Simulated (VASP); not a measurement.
# Zr2Al3C (P-4m2) in VASP: single point with r2SCAN

Aim: the single point of Zr2Al3C with r2SCAN.

Program: VASP 6.6.1. These are calculated values, not measurements. Logs are shortened: lines on timing, memory, paths and dates and some standing lists are left out, and cuts for length are marked.

## Step 1: The cell of the first run

Symmetry: P-4m2, No. 115, tetragonal system. The conventional cell has a = 3.423 Å, b = 3.423 Å, c = 7.554 Å, α = 90.00°, β = 90.00°, γ = 90.00°. C (site symmetry -4m2) has 4 Al at 2.42 Å and 4 Zr at 2.63 Å within 3.2 Å. Within 3.5 Å of Zr (site symmetry 2mm) lie 7 Al at 2.58 to 2.67 Å and 2 C at 2.63 Å and 4 Zr at 3.42 Å. Al (site symmetry -4m2) has 4 C at 2.42 Å and 4 Zr at 2.63 Å within 3.2 Å. Al (site symmetry 2mm) has 5 Zr at 2.58 to 2.67 Å and 10 Al at 2.99 to 3.42 Å and 2 C at 3.36 Å within 3.5 Å.

## Step 2: Single point, r2SCAN

Input file POSCAR:

```
Zr2Al3C
1.0
    3.4226130000      0.0000000000      0.0000000000
    0.0000000000      3.4226130000      0.0000000000
    0.0000000000      0.0000000000      7.5542610000
C Zr Al
1 2 3
Direct
    0.0000000000      0.0000000000      0.0000000000
    0.0000000000      0.5000000000      0.7365000000
    0.5000000000      0.0000000000      0.2635000000
    0.5000000000      0.5000000000      0.0000000000
    0.0000000000      0.5000000000      0.3835000000
    0.5000000000      0.0000000000      0.6165000000
```

Input file INCAR.step1:

```
PREC = Accurate ; ENCUT = 520
ISMEAR = 0 ; SIGMA = 0.1076
LREAL = F ; LASPH = T
NELM = 100 ; NBANDS = 28
GGA = PE ; ALGO = Normal
EDIFF = 1E-4 ; LWAVE = T
LCHARG = F
```

Input file INCAR.step2:

```
PREC = Accurate ; ENCUT = 520
EDIFF = 1E-6 ; ISMEAR = 0
SIGMA = 0.1076 ; LREAL = F
LASPH = T ; NELM = 100
ALGO = Normal ; ISIF = 2
LWAVE = F ; LCHARG = F
METAGGA = R2SCAN ; LMIXTAU = T
NBANDS = 28 ; ISTART = 1
```

Input file KPOINTS:

```
Automatic mesh
0
Gamma
  10 10 5
```

Potentials or basis: VASP PAW PBE potentials, release 64 (C, Zr_sv, Al).

The run is started by

```sh
cat potpaw_PBE.64/C/POTCAR potpaw_PBE.64/Zr_sv/POTCAR potpaw_PBE.64/Al/POTCAR > POTCAR
cp INCAR.step1 INCAR
mpirun -np 1 vasp_std > vasp.out
cp INCAR.step2 INCAR
mpirun -np 1 vasp_std > vasp.out
```

OUTCAR:

```text
PREC = Accurate
   ENCUT = 520
   EDIFF = 1E-6
   ISMEAR = 0
   LREAL = F
   LASPH = T
   NELM = 100
   ISIF = 2
   METAGGA = R2SCAN
   ISTART = 1

 ion  position               nearest neighbor table
   1  0.000  0.000  0.000-   4 2.42   4 2.42   4 2.42   4 2.42   3 2.63   3 2.63   2 2.63   2 2.63

   2  0.000  0.500  0.736-   6 2.58   6 2.58   6 2.58   6 2.58   4 2.63   4 2.63   1 2.63   1 2.63
                             5 2.67
   3  0.500  0.000  0.264-   5 2.58   5 2.58   5 2.58   5 2.58   4 2.63   1 2.63   1 2.63   4 2.63
                             6 2.67
   4  0.500  0.500  0.000-   1 2.42   1 2.42   1 2.42   1 2.42   3 2.63   3 2.63   2 2.63   2 2.63
                             5 3.36   6 3.36   5 3.36   6 3.36
   5  0.000  0.500  0.383-   3 2.58   3 2.58   3 2.58   3 2.58   2 2.67   6 2.99   6 2.99   6 2.99
                             6 2.99   4 3.36   4 3.36
   6  0.500  0.000  0.617-   2 2.58   2 2.58   2 2.58   2 2.58   3 2.67   5 2.99   5 2.99   5 2.99
                             5 2.99   4 3.36   4 3.36

  LATTYP: Found a simple tetragonal cell.
 ALAT       =     3.4226130000
 C/A-ratio  =     2.2071618965

  Lattice vectors:

 A1 = (   3.4226130000,   0.0000000000,   0.0000000000)
 A2 = (   0.0000000000,   3.4226130000,   0.0000000000)
 A3 = (   0.0000000000,   0.0000000000,   7.5542610000)

Analysis of symmetry for initial positions (statically):
=====================================================================
 Subroutine PRICEL returns:
 Original cell was already a primitive cell.

 Routine SETGRP: Setting up the symmetry group for a
 simple tetragonal supercell.

 Subroutine GETGRP returns: Found  8 space group operations
 (whereof  8 operations were pure point group operations)
 out of a pool of 16 trial point group operations.

The static configuration has the point symmetry D_2d.

Analysis of symmetry for dynamics (positions and initial velocities):
=====================================================================
 Subroutine PRICEL returns:
 Original cell was already a primitive cell.

 Routine SETGRP: Setting up the symmetry group for a
 simple tetragonal supercell.

 Subroutine GETGRP returns: Found  8 space group operations
 (whereof  8 operations were pure point group operations)
 out of a pool of 16 trial point group operations.

The dynamic configuration has the point symmetry D_2d.

 Subroutine INISYM returns: Found  8 space group operations
 (whereof  8 operations are pure point group operations),
 and found     1 'primitive' translations

[... 100 lines left out ...]
   ENCUT  =  520.0 eV  38.22 Ry    6.18 a.u.   6.36  6.36 14.05*2*pi/ulx,y,z
   NELM   =    100;   NELMIN=  2; NELMDL=  0     # of ELM steps
   EDIFF  = 0.1E-05   stopping-criterion for ELM
   LREAL  =      F    real-space projection
   EDIFFG = 0.1E-04   stopping-criterion for IOM
   NSW    =      0    number of steps for IOM
   IBRION =     -1    ionic relax: 0-MD 1-quasi-New 2-CG
   NFREE  =      0    steps in history (QN), initial steepest desc. (CG)
   ISIF   =      2    stress and relaxation
   ISYM   =      2    0-nonsym 1-usesym 2-fastsym
   POTIM  = 0.5000    time-step for ionic-motion
   TEBEG  =    0.0;   TEEND  =   0.0 temperature during run
   PSTRESS=    0.0 pullay stress
   NELECT =      37.0000    total number of electrons
   NUPDOWN=      -1.0000    fix difference up-down
   EMIN   =  10.00;   EMAX   =-10.00  energy-range for DOS
   EFERMI =   0.00;   METHOD = LEGACY
   ISMEAR =     0;   SIGMA  =   0.11  broadening in eV -4-tet -1-fermi 0-gaus
   EFERMI_NEDOS =   21; number of points for ismear=-14 and -15
   IALGO  =     38    algorithm
   IMIX   =      4    mixing-type and parameters
     AMIX     =   0.40;   BMIX     =  1.00
     AMIX_MAG =   1.60;   BMIX_MAG =  1.00
  volume/ion in A,a.u.               =      14.75        99.53
  Fermi-wavevector in a.u.,A,eV,Ry     =   1.224164  2.313334 20.389379  1.498577
  Thomas-Fermi vector in A             =   2.359248
   LORBIT       =      0    0 simple, 1 ext, 2 COOP (PROOUT), +10 PAW based schemes
   METAGGA = R2SCAN    functional components
   LHFCALC =     F    Hartree Fock is set to
   AEXX    =    0.0000 exact exchange contribution
   IVDW    =     0    specifies the selected vdW correction
   LEPSILON=     F    determine dielectric tensor
   LRPA    =     F    only Hartree local field effects (RPA)
 non-spin polarized calculation
 Gauss-broadening in eV      SIGMA  =   0.11
  energy-cutoff  :      520.00
  volume of cell :       88.49
 maximum number of plane-waves:      2412
 NGX is ok and might be reduce to    28
   NGX = 13   NGY = 13   NGZ = 29

 number of electron      37.0000001 magnetization

 Free energy of the ion-electron system (eV)
  ---------------------------------------------------
  ext. energy  EPLUGINS =         0.00000000
  ---------------------------------------------------
  free energy    TOTEN  =       -70.97276499 eV

  energy without entropy =      -70.94131633  energy(sigma->0) =      -70.95704066

 E-fermi :   9.5382     XC(G=0): -12.2034

 val. band max:        9.5357764128   @ k =   0.3000   0.0000   0.4000
 cond. band min:       9.5384817876   @ k =   0.4000   0.3000   0.2000
 fundamental gap:      0.0027053748
 Fermi energy:         9.5381790220

 k-point     1 :       0.0000    0.0000    0.0000
  band No.  band energies     occupation
      1     -40.0628      2.00000
      2     -40.0584      2.00000
      3     -17.8224      2.00000
      4     -17.7148      2.00000
      5     -17.4350      2.00000
      6     -17.4350      2.00000
[... 733 lines left out ...]
     27      15.2567      0.00000
     28      16.0975      0.00000

 [... further k-points ...]
[... 5 lines left out ...]
  --------------------------------------------------------------------------------------
  -------------------------------------------------------------------------------------
  Total       11.9413969     11.9413969     11.3627872      0.0000000      0.0000000      0.0000000
  in kB      216.2012200    216.2012200    205.7253832      0.0000000      0.0000000      0.0000000
  external PRESSURE =     212.7092744 kB  Pullay stress =       0.0000000 kB

 VOLUME and BASIS-vectors are now :
 -----------------------------------------------------------------------------
  energy-cutoff  :      520.00
  volume of cell :       88.49
      direct lattice vectors                 reciprocal lattice vectors
     3.422613000  0.000000000  0.000000000     0.292174429  0.000000000  0.000000000
     0.000000000  3.422613000  0.000000000     0.000000000  0.292174429  0.000000000
     0.000000000  0.000000000  7.554261000     0.000000000  0.000000000  0.132375622

 POSITION                                       TOTAL-FORCE (eV/Angst)
 -----------------------------------------------------------------------------------
      0.00000      0.00000      0.00000        -0.000000     -0.000000      0.000000
      0.00000      1.71131      5.56371         0.000000      0.000000      1.020546
      1.71131      0.00000      1.99055        -0.000000     -0.000000     -1.020546
      1.71131      1.71131      0.00000        -0.000000     -0.000000      0.000000
      0.00000      1.71131      2.89706        -0.000000     -0.000000      0.144226
      1.71131      0.00000      4.65720         0.000000     -0.000000     -0.144226
 -----------------------------------------------------------------------------------
    total drift:                                0.000000      0.000000      0.000000

  FREE ENERGIE OF THE ION-ELECTRON SYSTEM (eV)
  ---------------------------------------------------
  free  energy   TOTEN  =       -70.9727649941 eV

  energy  without entropy=      -70.9413163315  energy(sigma->0) =      -70.95704066
```

OSZICAR.step1:

```text
N       E                     dE             d eps       ncg     rms          rms(c)
DAV:   1     0.255448621935E+03    0.25545E+03   -0.17980E+04  3528   0.124E+03
DAV:   2    -0.133992409519E+02   -0.26885E+03   -0.26165E+03  4136   0.325E+02
DAV:   3    -0.336365877371E+02   -0.20237E+02   -0.19887E+02  6132   0.679E+01
DAV:   4    -0.346530692064E+02   -0.10165E+01   -0.10118E+01  4684   0.149E+01
DAV:   5    -0.346987077322E+02   -0.45639E-01   -0.45628E-01  5352   0.260E+00    0.256E+01
DAV:   6    -0.333687800598E+02    0.13299E+01   -0.91888E+00  4820   0.145E+01    0.121E+01
DAV:   7    -0.332222363539E+02    0.14654E+00   -0.47266E+00  4928   0.882E+00    0.631E+00
DAV:   8    -0.329962755317E+02    0.22596E+00   -0.83074E-01  4300   0.448E+00    0.138E+00
DAV:   9    -0.329997756147E+02   -0.35001E-02   -0.11946E-01  4724   0.146E+00    0.500E-01
DAV:  10    -0.329989408228E+02    0.83479E-03   -0.15421E-02  4448   0.684E-01    0.184E-01
DAV:  11    -0.329989191021E+02    0.21721E-04   -0.15909E-03  4204   0.252E-01    0.125E-01
DAV:  12    -0.329989012373E+02    0.17865E-04   -0.81884E-05  2536   0.514E-02
   1 F= -.32998901E+02 E0= -.32982073E+02  d E =-.336571E-01
```

Run time: 7 min. Hardware: 1 thread of AMD EPYC 7R13 (Zen 3), shared host; peak memory 0.27 GiB.

What came out:

- Free energy: -70.9728 eV
- Pressure: 21.3 GPa
- Largest force: 1.021 eV/Å
- Band gap on the k mesh: zero (an odd number of electrons rules out a gap without spin polarisation)

Forces in eV/Å, atoms in the order of the input:
```
C    0.000  0.000  0.000
Zr   0.000  0.000  1.021
Zr   0.000  0.000 -1.021
Al   0.000  0.000  0.000
Al   0.000  0.000  0.144
Al   0.000  0.000 -0.144
```

Stress tensor (GPa, compression positive):
```
21.62  0.00  0.00
 0.00 21.62  0.00
 0.00  0.00 20.57
```

Caveat: the cell stands under pressure; the PAW data sets were made with another functional, which shifts forces and pressure a little.
